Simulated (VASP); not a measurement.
# SnSe2 (P-3m1) in VASP: further runs

The runs below take SnSe2 through single point, relaxation of cell and atoms, with PBEsol.

Everything below comes from runs of VASP 6.6.1. Logs are shortened: lines on timing, memory, paths and dates and some standing lists are left out, and cuts for length are marked.

### 1 The cell of the first run

Symmetry: P-3m1, No. 164, trigonal system. Conventional cell: a = 3.262 Å, b = 3.262 Å, c = 5.214 Å, α = 90.00°, β = 90.00°, γ = 120.00°. Sn (site symmetry -3m) has 6 Se at 2.52 Å and 6 Sn at 3.26 Å within 3.3 Å. Se (site symmetry 3m) has 3 Sn at 2.52 Å and 9 Se at 2.65 to 3.26 Å within 3.3 Å.

### 2 Single point, PBEsol

INCAR reads:

```
PREC = Accurate ; ENCUT = 520
EDIFF = 1E-7 ; ISMEAR = 0
SIGMA = 0.1 ; LREAL = F
LASPH = T ; NELM = 100
ALGO = Normal ; ISIF = 2
LWAVE = F ; LCHARG = F
GGA = PS ; NBANDS = 20
```

KPOINTS reads:

```
regular mesh
0
Gamma
  12 12 8
```

POSCAR reads:

```
SnSe2
1.0
    3.2620665519      0.0000000000      0.0000000000
   -1.6310332760      2.8250325028      0.0000000000
    0.0000000000      0.0000000000      5.2141779415
Sn Se
1 2
Direct
    0.0000000000      0.0000000000      0.0000000000
    0.6666666667      0.3333333333      0.6794034767
    0.3333333333      0.6666666667      0.3205965233
```

Potentials or basis: VASP PAW PBE potentials, release 64 (Sn_d, Se).

The run is started by

```bash
cat potpaw_PBE.64/Sn_d/POTCAR potpaw_PBE.64/Se/POTCAR > POTCAR
mpirun -np 1 vasp_std > vasp.out
```

OUTCAR:

```text
PREC = Accurate
   ENCUT = 520
   EDIFF = 1E-7
   ISMEAR = 0
   LREAL = F
   LASPH = T
   NELM = 100
   ISIF = 2
   GGA = PS

 ion  position               nearest neighbor table
   1  0.000  0.000  0.000-   2 2.52   3 2.52   2 2.52   3 2.52   2 2.52   3 2.52
   2  0.667  0.333  0.679-   1 2.52   1 2.52   1 2.52   3 2.65   3 2.65   3 2.65
   3  0.333  0.667  0.321-   1 2.52   1 2.52   1 2.52   2 2.65   2 2.65   2 2.65

  LATTYP: Found a hexagonal cell.
 ALAT       =     3.2620665519
 C/A-ratio  =     1.5984278244

  Lattice vectors:

 A1 = (   3.2620665519,   0.0000000000,   0.0000000000)
 A2 = (  -1.6310332760,   2.8250325028,   0.0000000000)
 A3 = (   0.0000000000,   0.0000000000,   5.2141779415)

Analysis of symmetry for initial positions (statically):
=====================================================================
 Subroutine PRICEL returns:
 Original cell was already a primitive cell.

 Routine SETGRP: Setting up the symmetry group for a
 hexagonal supercell.

 Subroutine GETGRP returns: Found 12 space group operations
 (whereof 12 operations were pure point group operations)
 out of a pool of 24 trial point group operations.

The static configuration has the point symmetry D_3d.

Analysis of symmetry for dynamics (positions and initial velocities):
=====================================================================
 Subroutine PRICEL returns:
 Original cell was already a primitive cell.

 Routine SETGRP: Setting up the symmetry group for a
 hexagonal supercell.

 Subroutine GETGRP returns: Found 12 space group operations
 (whereof 12 operations were pure point group operations)
 out of a pool of 24 trial point group operations.

The dynamic configuration has the point symmetry D_3d.

 Subroutine INISYM returns: Found 12 space group operations
 (whereof 12 operations are pure point group operations),
 and found     1 'primitive' translations

----------------------------------------------------------------------------------------

                                     Primitive cell

  volume of cell :      48.0510

  direct lattice vectors                    reciprocal lattice vectors
     3.262066552  0.000000000  0.000000000     0.306554138  0.176989114  0.000000000
    -1.631033276  2.825032503  0.000000000     0.000000000  0.353978228  0.000000000
     0.000000000  0.000000000  5.214177942     0.000000000  0.000000000  0.191784786
[... 77 lines left out ...]
   PREC   = accura    normal or accurate (medium, high low for compatibility)
   ISTART =      0    job   : 0-new  1-cont  2-samecut
   ICHARG =      2    charge: 1-file 2-atom 10-const
   ISPIN  =      1    spin polarized calculation?
   LNONCOLLINEAR =      F non collinear calculations
   LSORBIT =      F    spin-orbit coupling
   LASPH  =      T    aspherical Exc in radial PAW
   ENCUT  =  520.0 eV  38.22 Ry    6.18 a.u.   6.07  6.07  9.69*2*pi/ulx,y,z
   NELM   =    100;   NELMIN=  2; NELMDL= -5     # of ELM steps
   EDIFF  = 0.1E-06   stopping-criterion for ELM
   LREAL  =      F    real-space projection
   EDIFFG = 0.1E-05   stopping-criterion for IOM
   NSW    =      0    number of steps for IOM
   IBRION =     -1    ionic relax: 0-MD 1-quasi-New 2-CG
   NFREE  =      0    steps in history (QN), initial steepest desc. (CG)
   ISIF   =      2    stress and relaxation
   ISYM   =      2    0-nonsym 1-usesym 2-fastsym
   POTIM  = 0.5000    time-step for ionic-motion
   TEBEG  =    0.0;   TEEND  =   0.0 temperature during run
   PSTRESS=    0.0 pullay stress
   NELECT =      26.0000    total number of electrons
   NUPDOWN=      -1.0000    fix difference up-down
   EMIN   =  10.00;   EMAX   =-10.00  energy-range for DOS
   EFERMI =   0.00;   METHOD = LEGACY
   ISMEAR =     0;   SIGMA  =   0.10  broadening in eV -4-tet -1-fermi 0-gaus
   EFERMI_NEDOS =   21; number of points for ismear=-14 and -15
   IALGO  =     38    algorithm
   IMIX   =      4    mixing-type and parameters
     AMIX     =   0.40;   BMIX     =  1.00
     AMIX_MAG =   1.60;   BMIX_MAG =  1.00
  volume/ion in A,a.u.               =      16.02       108.09
  Fermi-wavevector in a.u.,A,eV,Ry     =   1.334029  2.520949 24.213379  1.779633
  Thomas-Fermi vector in A             =   2.462842
   LORBIT       =      0    0 simple, 1 ext, 2 COOP (PROOUT), +10 PAW based schemes
   GGA     = PS    functional components
   LHFCALC =     F    Hartree Fock is set to
   AEXX    =    0.0000 exact exchange contribution
   IVDW    =     0    specifies the selected vdW correction
   LEPSILON=     F    determine dielectric tensor
   LRPA    =     F    only Hartree local field effects (RPA)
 non-spin polarized calculation
 Gauss-broadening in eV      SIGMA  =   0.10
  energy-cutoff  :      520.00
  volume of cell :       48.05
 maximum number of plane-waves:      1317
   NGX = 13   NGY = 13   NGZ = 19

 number of electron      25.9999992 magnetization

 Free energy of the ion-electron system (eV)
  ---------------------------------------------------
  ext. energy  EPLUGINS =         0.00000000
  ---------------------------------------------------
  free energy    TOTEN  =        -9.63614061 eV

  energy without entropy =       -9.63268477  energy(sigma->0) =       -9.63441269

 E-fermi :  11.2964     XC(G=0): -12.1656

 val. band max:       11.2869147811   @ k =   0.3333   0.0000   0.0000
 cond. band min:      11.3305715566   @ k =   0.0000   0.0000   0.0000
 fundamental gap:      0.0436567755
 Fermi energy:        11.2963769191

 k-point     1 :       0.0000    0.0000    0.0000
  band No.  band energies     occupation
      1     -10.9910      2.00000
      2     -10.9910      2.00000
      3     -10.9550      2.00000
      4     -10.8372      2.00000
      5     -10.8372      2.00000
      6      -7.1714      2.00000
[... 541 lines left out ...]
     19      19.0375      0.00000
     20      19.4232      0.00000

 [... further k-points ...]
[... 5 lines left out ...]
  --------------------------------------------------------------------------------------
  -------------------------------------------------------------------------------------
  Total       18.1264783     18.1264783     18.2258867     -0.0000000      0.0000000     -0.0000000
  in kB      604.3964492    604.3964492    607.7110519     -0.0000000      0.0000000     -0.0000000
  external PRESSURE =     605.5013167 kB  Pullay stress =       0.0000000 kB

 VOLUME and BASIS-vectors are now :
 -----------------------------------------------------------------------------
  energy-cutoff  :      520.00
  volume of cell :       48.05
      direct lattice vectors                 reciprocal lattice vectors
     3.262066552  0.000000000  0.000000000     0.306554138  0.176989114  0.000000000
    -1.631033276  2.825032503  0.000000000     0.000000000  0.353978228  0.000000000
     0.000000000  0.000000000  5.214177942     0.000000000  0.000000000  0.191784786

 POSITION                                       TOTAL-FORCE (eV/Angst)
 -----------------------------------------------------------------------------------
      0.00000      0.00000      0.00000         0.000000      0.000000      0.000000
      1.63103      0.94168      3.54253        -0.000000      0.000000     -0.034280
     -0.00000      1.88336      1.67165         0.000000     -0.000000      0.034280
 -----------------------------------------------------------------------------------
    total drift:                                0.000000      0.000000      0.000000

  FREE ENERGIE OF THE ION-ELECTRON SYSTEM (eV)
  ---------------------------------------------------
  free  energy   TOTEN  =        -9.6361406060 eV

  energy  without entropy=       -9.6326847744  energy(sigma->0) =       -9.63441269
```

stdout:

```text
POSCAR found type information on POSCAR SnSe
 POSCAR found :  2 types and       3 ions
 scaLAPACK will be used
 -----------------------------------------------------------------------------
|                                                                             |
|                                                                             |
|     You enforced a specific xc type in the INCAR file but a different       |
|     I HOPE YOU KNOW WHAT YOU ARE DOING!                                     |
|                                                                             |
 -----------------------------------------------------------------------------

 LDA part: xc-table for (Slater+PW92), standard interpolation
 POSCAR, INCAR and KPOINTS ok, starting setup
 FFT: planning ... GRIDC
 FFT: planning ... GRID_SOFT
 FFT: planning ... GRID
 WAVECAR not read
 entering main loop
```

It took 74 s on 1 thread of Intel Xeon Platinum 8488C (Sapphire Rapids), shared host; peak memory 0.25 GiB.

Results:

| Quantity | Value |
| --- | --- |
| Free energy | -9.6361 eV |
| Pressure | 60.6 GPa |
| Largest force | 0.034 eV/Å |
| Band gap on the k mesh | zero (band 13 reaches 12.02 eV, above the bottom of band 14 at 9.07 eV) |

Forces on the atoms (eV/Å):
```
Sn   0.000  0.000  0.000
Se   0.000  0.000 -0.034
Se   0.000  0.000  0.034
```

Caveat: the PAW data sets were made with another functional, which shifts forces and pressure a little; spin-orbit coupling is left out, which moves the levels of the heavy elements.

### 3 Relaxation of cell and atoms, PBEsol, target pressure 8 GPa, at which the enthalpy is minimised

This run uses another cell than the first one, of 21.83 Å³/atom, 1.363 times its volume.

INCAR reads:

```
PREC = Accurate
ENCUT = 600
EDIFF = 1E-6
ISMEAR = 0
SIGMA = 0.01
LREAL = False
LASPH = True
NELM = 80
ALGO = Normal
ISIF = 3
LWAVE = False
LCHARG = False
GGA = PS
IBRION = 2
NSW = 70
EDIFFG = -0.008
PSTRESS = 80.0
```

KPOINTS reads:

```
regular mesh
0
Gamma
  12 12 6
```

POSCAR reads:

```
SnSe2
1.0
    3.6837713052      0.0000000000      0.0000000000
   -1.8418856526      3.1902395320      0.0000000000
    0.0000000000      0.0000000000      5.5731058962
Sn Se
1 2
Direct
    0.0000000000      0.0000000000      0.0000000000
    0.6666666667      0.3333333333      0.7229751032
    0.3333333333      0.6666666667      0.2770248968
```

Potentials or basis: VASP PAW PBE potentials, release 64 (Sn_d, Se).

The run is started by

```bash
cat potpaw_PBE.64/Sn_d/POTCAR potpaw_PBE.64/Se/POTCAR > POTCAR
mpirun -np 1 vasp_std > vasp.out
```

OUTCAR:

```text
PREC = Accurate
   ENCUT = 600
   EDIFF = 1E-6
   ISMEAR = 0
   LREAL = False
   LASPH = True
   NELM = 80
   ISIF = 3
   GGA = PS
   IBRION = 2
   NSW = 70
   EDIFFG = -0.008
   PSTRESS = 80.0

 ion  position               nearest neighbor table
   1  0.000  0.000  0.000-   2 2.63   3 2.63   3 2.63   2 2.63   2 2.63   3 2.63
   2  0.667  0.333  0.723-   1 2.63   1 2.63   1 2.63
   3  0.333  0.667  0.277-   1 2.63   1 2.63   1 2.63

  LATTYP: Found a hexagonal cell.
 ALAT       =     3.6837713052
 C/A-ratio  =     1.5128805331

  Lattice vectors:

 A1 = (   3.6837713052,   0.0000000000,   0.0000000000)
 A2 = (  -1.8418856526,   3.1902395320,   0.0000000000)
 A3 = (   0.0000000000,   0.0000000000,   5.5731058962)

Analysis of symmetry for initial positions (statically):
=====================================================================
 Subroutine PRICEL returns:
 Original cell was already a primitive cell.

 Routine SETGRP: Setting up the symmetry group for a
 hexagonal supercell.

 Subroutine GETGRP returns: Found 12 space group operations
 (whereof 12 operations were pure point group operations)
 out of a pool of 24 trial point group operations.

The static configuration has the point symmetry D_3d.
[... 173 lines left out ...]
  Total        4.5883487      4.5883487      4.8164598      0.0000000      0.0000000      0.0000000
  in kB      112.2415743    112.2415742    117.8216970      0.0000000      0.0000000      0.0000000
  external PRESSURE =      34.1016152 kB  Pullay stress =      80.0000000 kB
[... 100 lines left out ...]
  energy  without entropy=      -12.8231875007  energy(sigma->0) =      -12.82319250

  enthalpy is  TOTEN    =        -9.4533361959 eV   P V=        3.3698613000

[... ionic steps 4 to 20 ...]

--------------------------------------- Ionic step       21  -------------------------------------------

 number of electron      26.0000005 magnetization

------------------------ aborting loop because EDIFF is reached ----------------------------------------
[... 73 lines left out ...]
--------------------------------------- Ionic step       23  -------------------------------------------

 number of electron      26.0000005 magnetization

 Free energy of the ion-electron system (eV)
  ---------------------------------------------------
  ext. energy  EPLUGINS =         0.00000000
  ---------------------------------------------------
  free energy    TOTEN  =       -12.75488769 eV

  energy without entropy =      -12.75483861  energy(sigma->0) =      -12.75486315

 E-fermi :   6.5378     XC(G=0): -10.5727

 val. band max:        6.5309623636   @ k =   0.1667   0.0833   0.1667
 cond. band min:       6.6138310647   @ k =   0.1667  -0.0000   0.1667
 fundamental gap:      0.0828687010
 Fermi energy:         6.5378033657

 k-point     1 :       0.0000    0.0000    0.0000
  band No.  band energies     occupation
      1     -15.1445      2.00000
      2     -15.1445      2.00000
      3     -15.1026      2.00000
      4     -15.0838      2.00000
      5     -15.0838      2.00000
      6      -8.7017      2.00000
[... 457 lines left out ...]
      4     -15.0887      2.00000
      5     -15.0815      2.00000
      6      -8.2930      2.00000
[... 9 lines left out ...]
     16      11.1000      0.00000
     17      11.5413      0.00000

 [... further k-points ...]
[... 5 lines left out ...]
  --------------------------------------------------------------------------------------
  -------------------------------------------------------------------------------------
  Total        3.2509399      3.2509399      3.2854816      0.0000000      0.0000000      0.0000000
  in kB       79.4899513     79.4899513     80.3345438      0.0000000      0.0000000      0.0000000
  external PRESSURE =      -0.2285178 kB  Pullay stress =      80.0000000 kB
[... 22 lines left out ...]
  energy  without entropy=      -12.7548386086  energy(sigma->0) =      -12.75486315

  enthalpy is  TOTEN    =        -9.4830880966 eV   P V=        3.2717995942

 reached required accuracy - stopping structural energy minimisation
```

Run time: 21 min. Hardware: 1 thread of Intel Xeon Platinum 8488C (Sapphire Rapids), shared host; peak memory 0.32 GiB.

Results:

- Free energy: -12.7549 eV
- Relaxed volume: 21.84 Å³/atom
- Relaxed cell: a = 3.746 Å, b = 3.746 Å, c = 5.393 Å, α = 90.00°, β = 90.00°, γ = 120.00°
- Space group after relaxing (to 0.05 Å): P-3m1 (No. 164)
- Energy change on relaxing (the enthalpy is what falls): -20.9 meV/atom
- Ionic steps: 23
- Pressure after relaxing: 8.0 GPa
- Band gap on the k mesh: zero (band 13 reaches 6.77 eV, above the bottom of band 14 at 6.08 eV)

Stress tensor (GPa, compression positive):
```
7.95 0.00 0.00
0.00 7.95 0.00
0.00 0.00 8.03
```

The path:
```tsv
step	energy change (eV)	largest force (eV/Å)	pressure (GPa)	volume (Å³)
1	0.0000	0.7101	11.41	65.50
2	-0.2115	0.2106	3.11	70.00
3	-0.1309	0.2619	7.28	67.49
4	-0.1289	0.2703	7.41	67.45
5	-0.1140	0.2040	7.60	66.98
6	-0.0722	0.0340	8.18	65.96
7	-0.0608	0.0334	8.31	65.72
8	-0.0381	0.0082	8.62	65.25
9	-0.0521	0.0825	8.02	65.42
10	-0.0585	0.1459	7.64	65.53
11	-0.0456	0.0503	8.31	65.20
12	-0.0417	0.0269	8.52	65.12
13	-0.0644	0.0223	7.85	65.56
14	-0.0594	0.0237	8.02	65.46
15	-0.0600	0.0236	7.97	65.47
16	-0.0597	0.0107	8.03	65.47
17	-0.0595	0.0028	8.06	65.46
18	-0.0627	0.0004	7.97	65.53
19	-0.0625	0.0003	7.96	65.52
20	-0.0619	0.0004	8.00	65.51
21	-0.0622	0.0009	8.02	65.52
22	-0.0624	0.0006	7.99	65.52
23	-0.0626	0.0018	7.98	65.53
```

Final structure:
```
CELL_PARAMETERS angstrom
3.74574 0.00000 0.00000
-1.87287 3.24390 0.00000
0.00000 0.00000 5.39265
ATOMIC_POSITIONS crystal
Sn 0.00000 0.00000 0.00000
Se 0.66667 0.33333 0.70582
Se 0.33333 0.66667 0.29418
```

Caveat: the cell is relaxed towards a set pressure, so the enthalpy falls and the energy may rise; the PAW data sets were made with another functional, which shifts forces and pressure a little; spin-orbit coupling is left out, which moves the levels of the heavy elements.
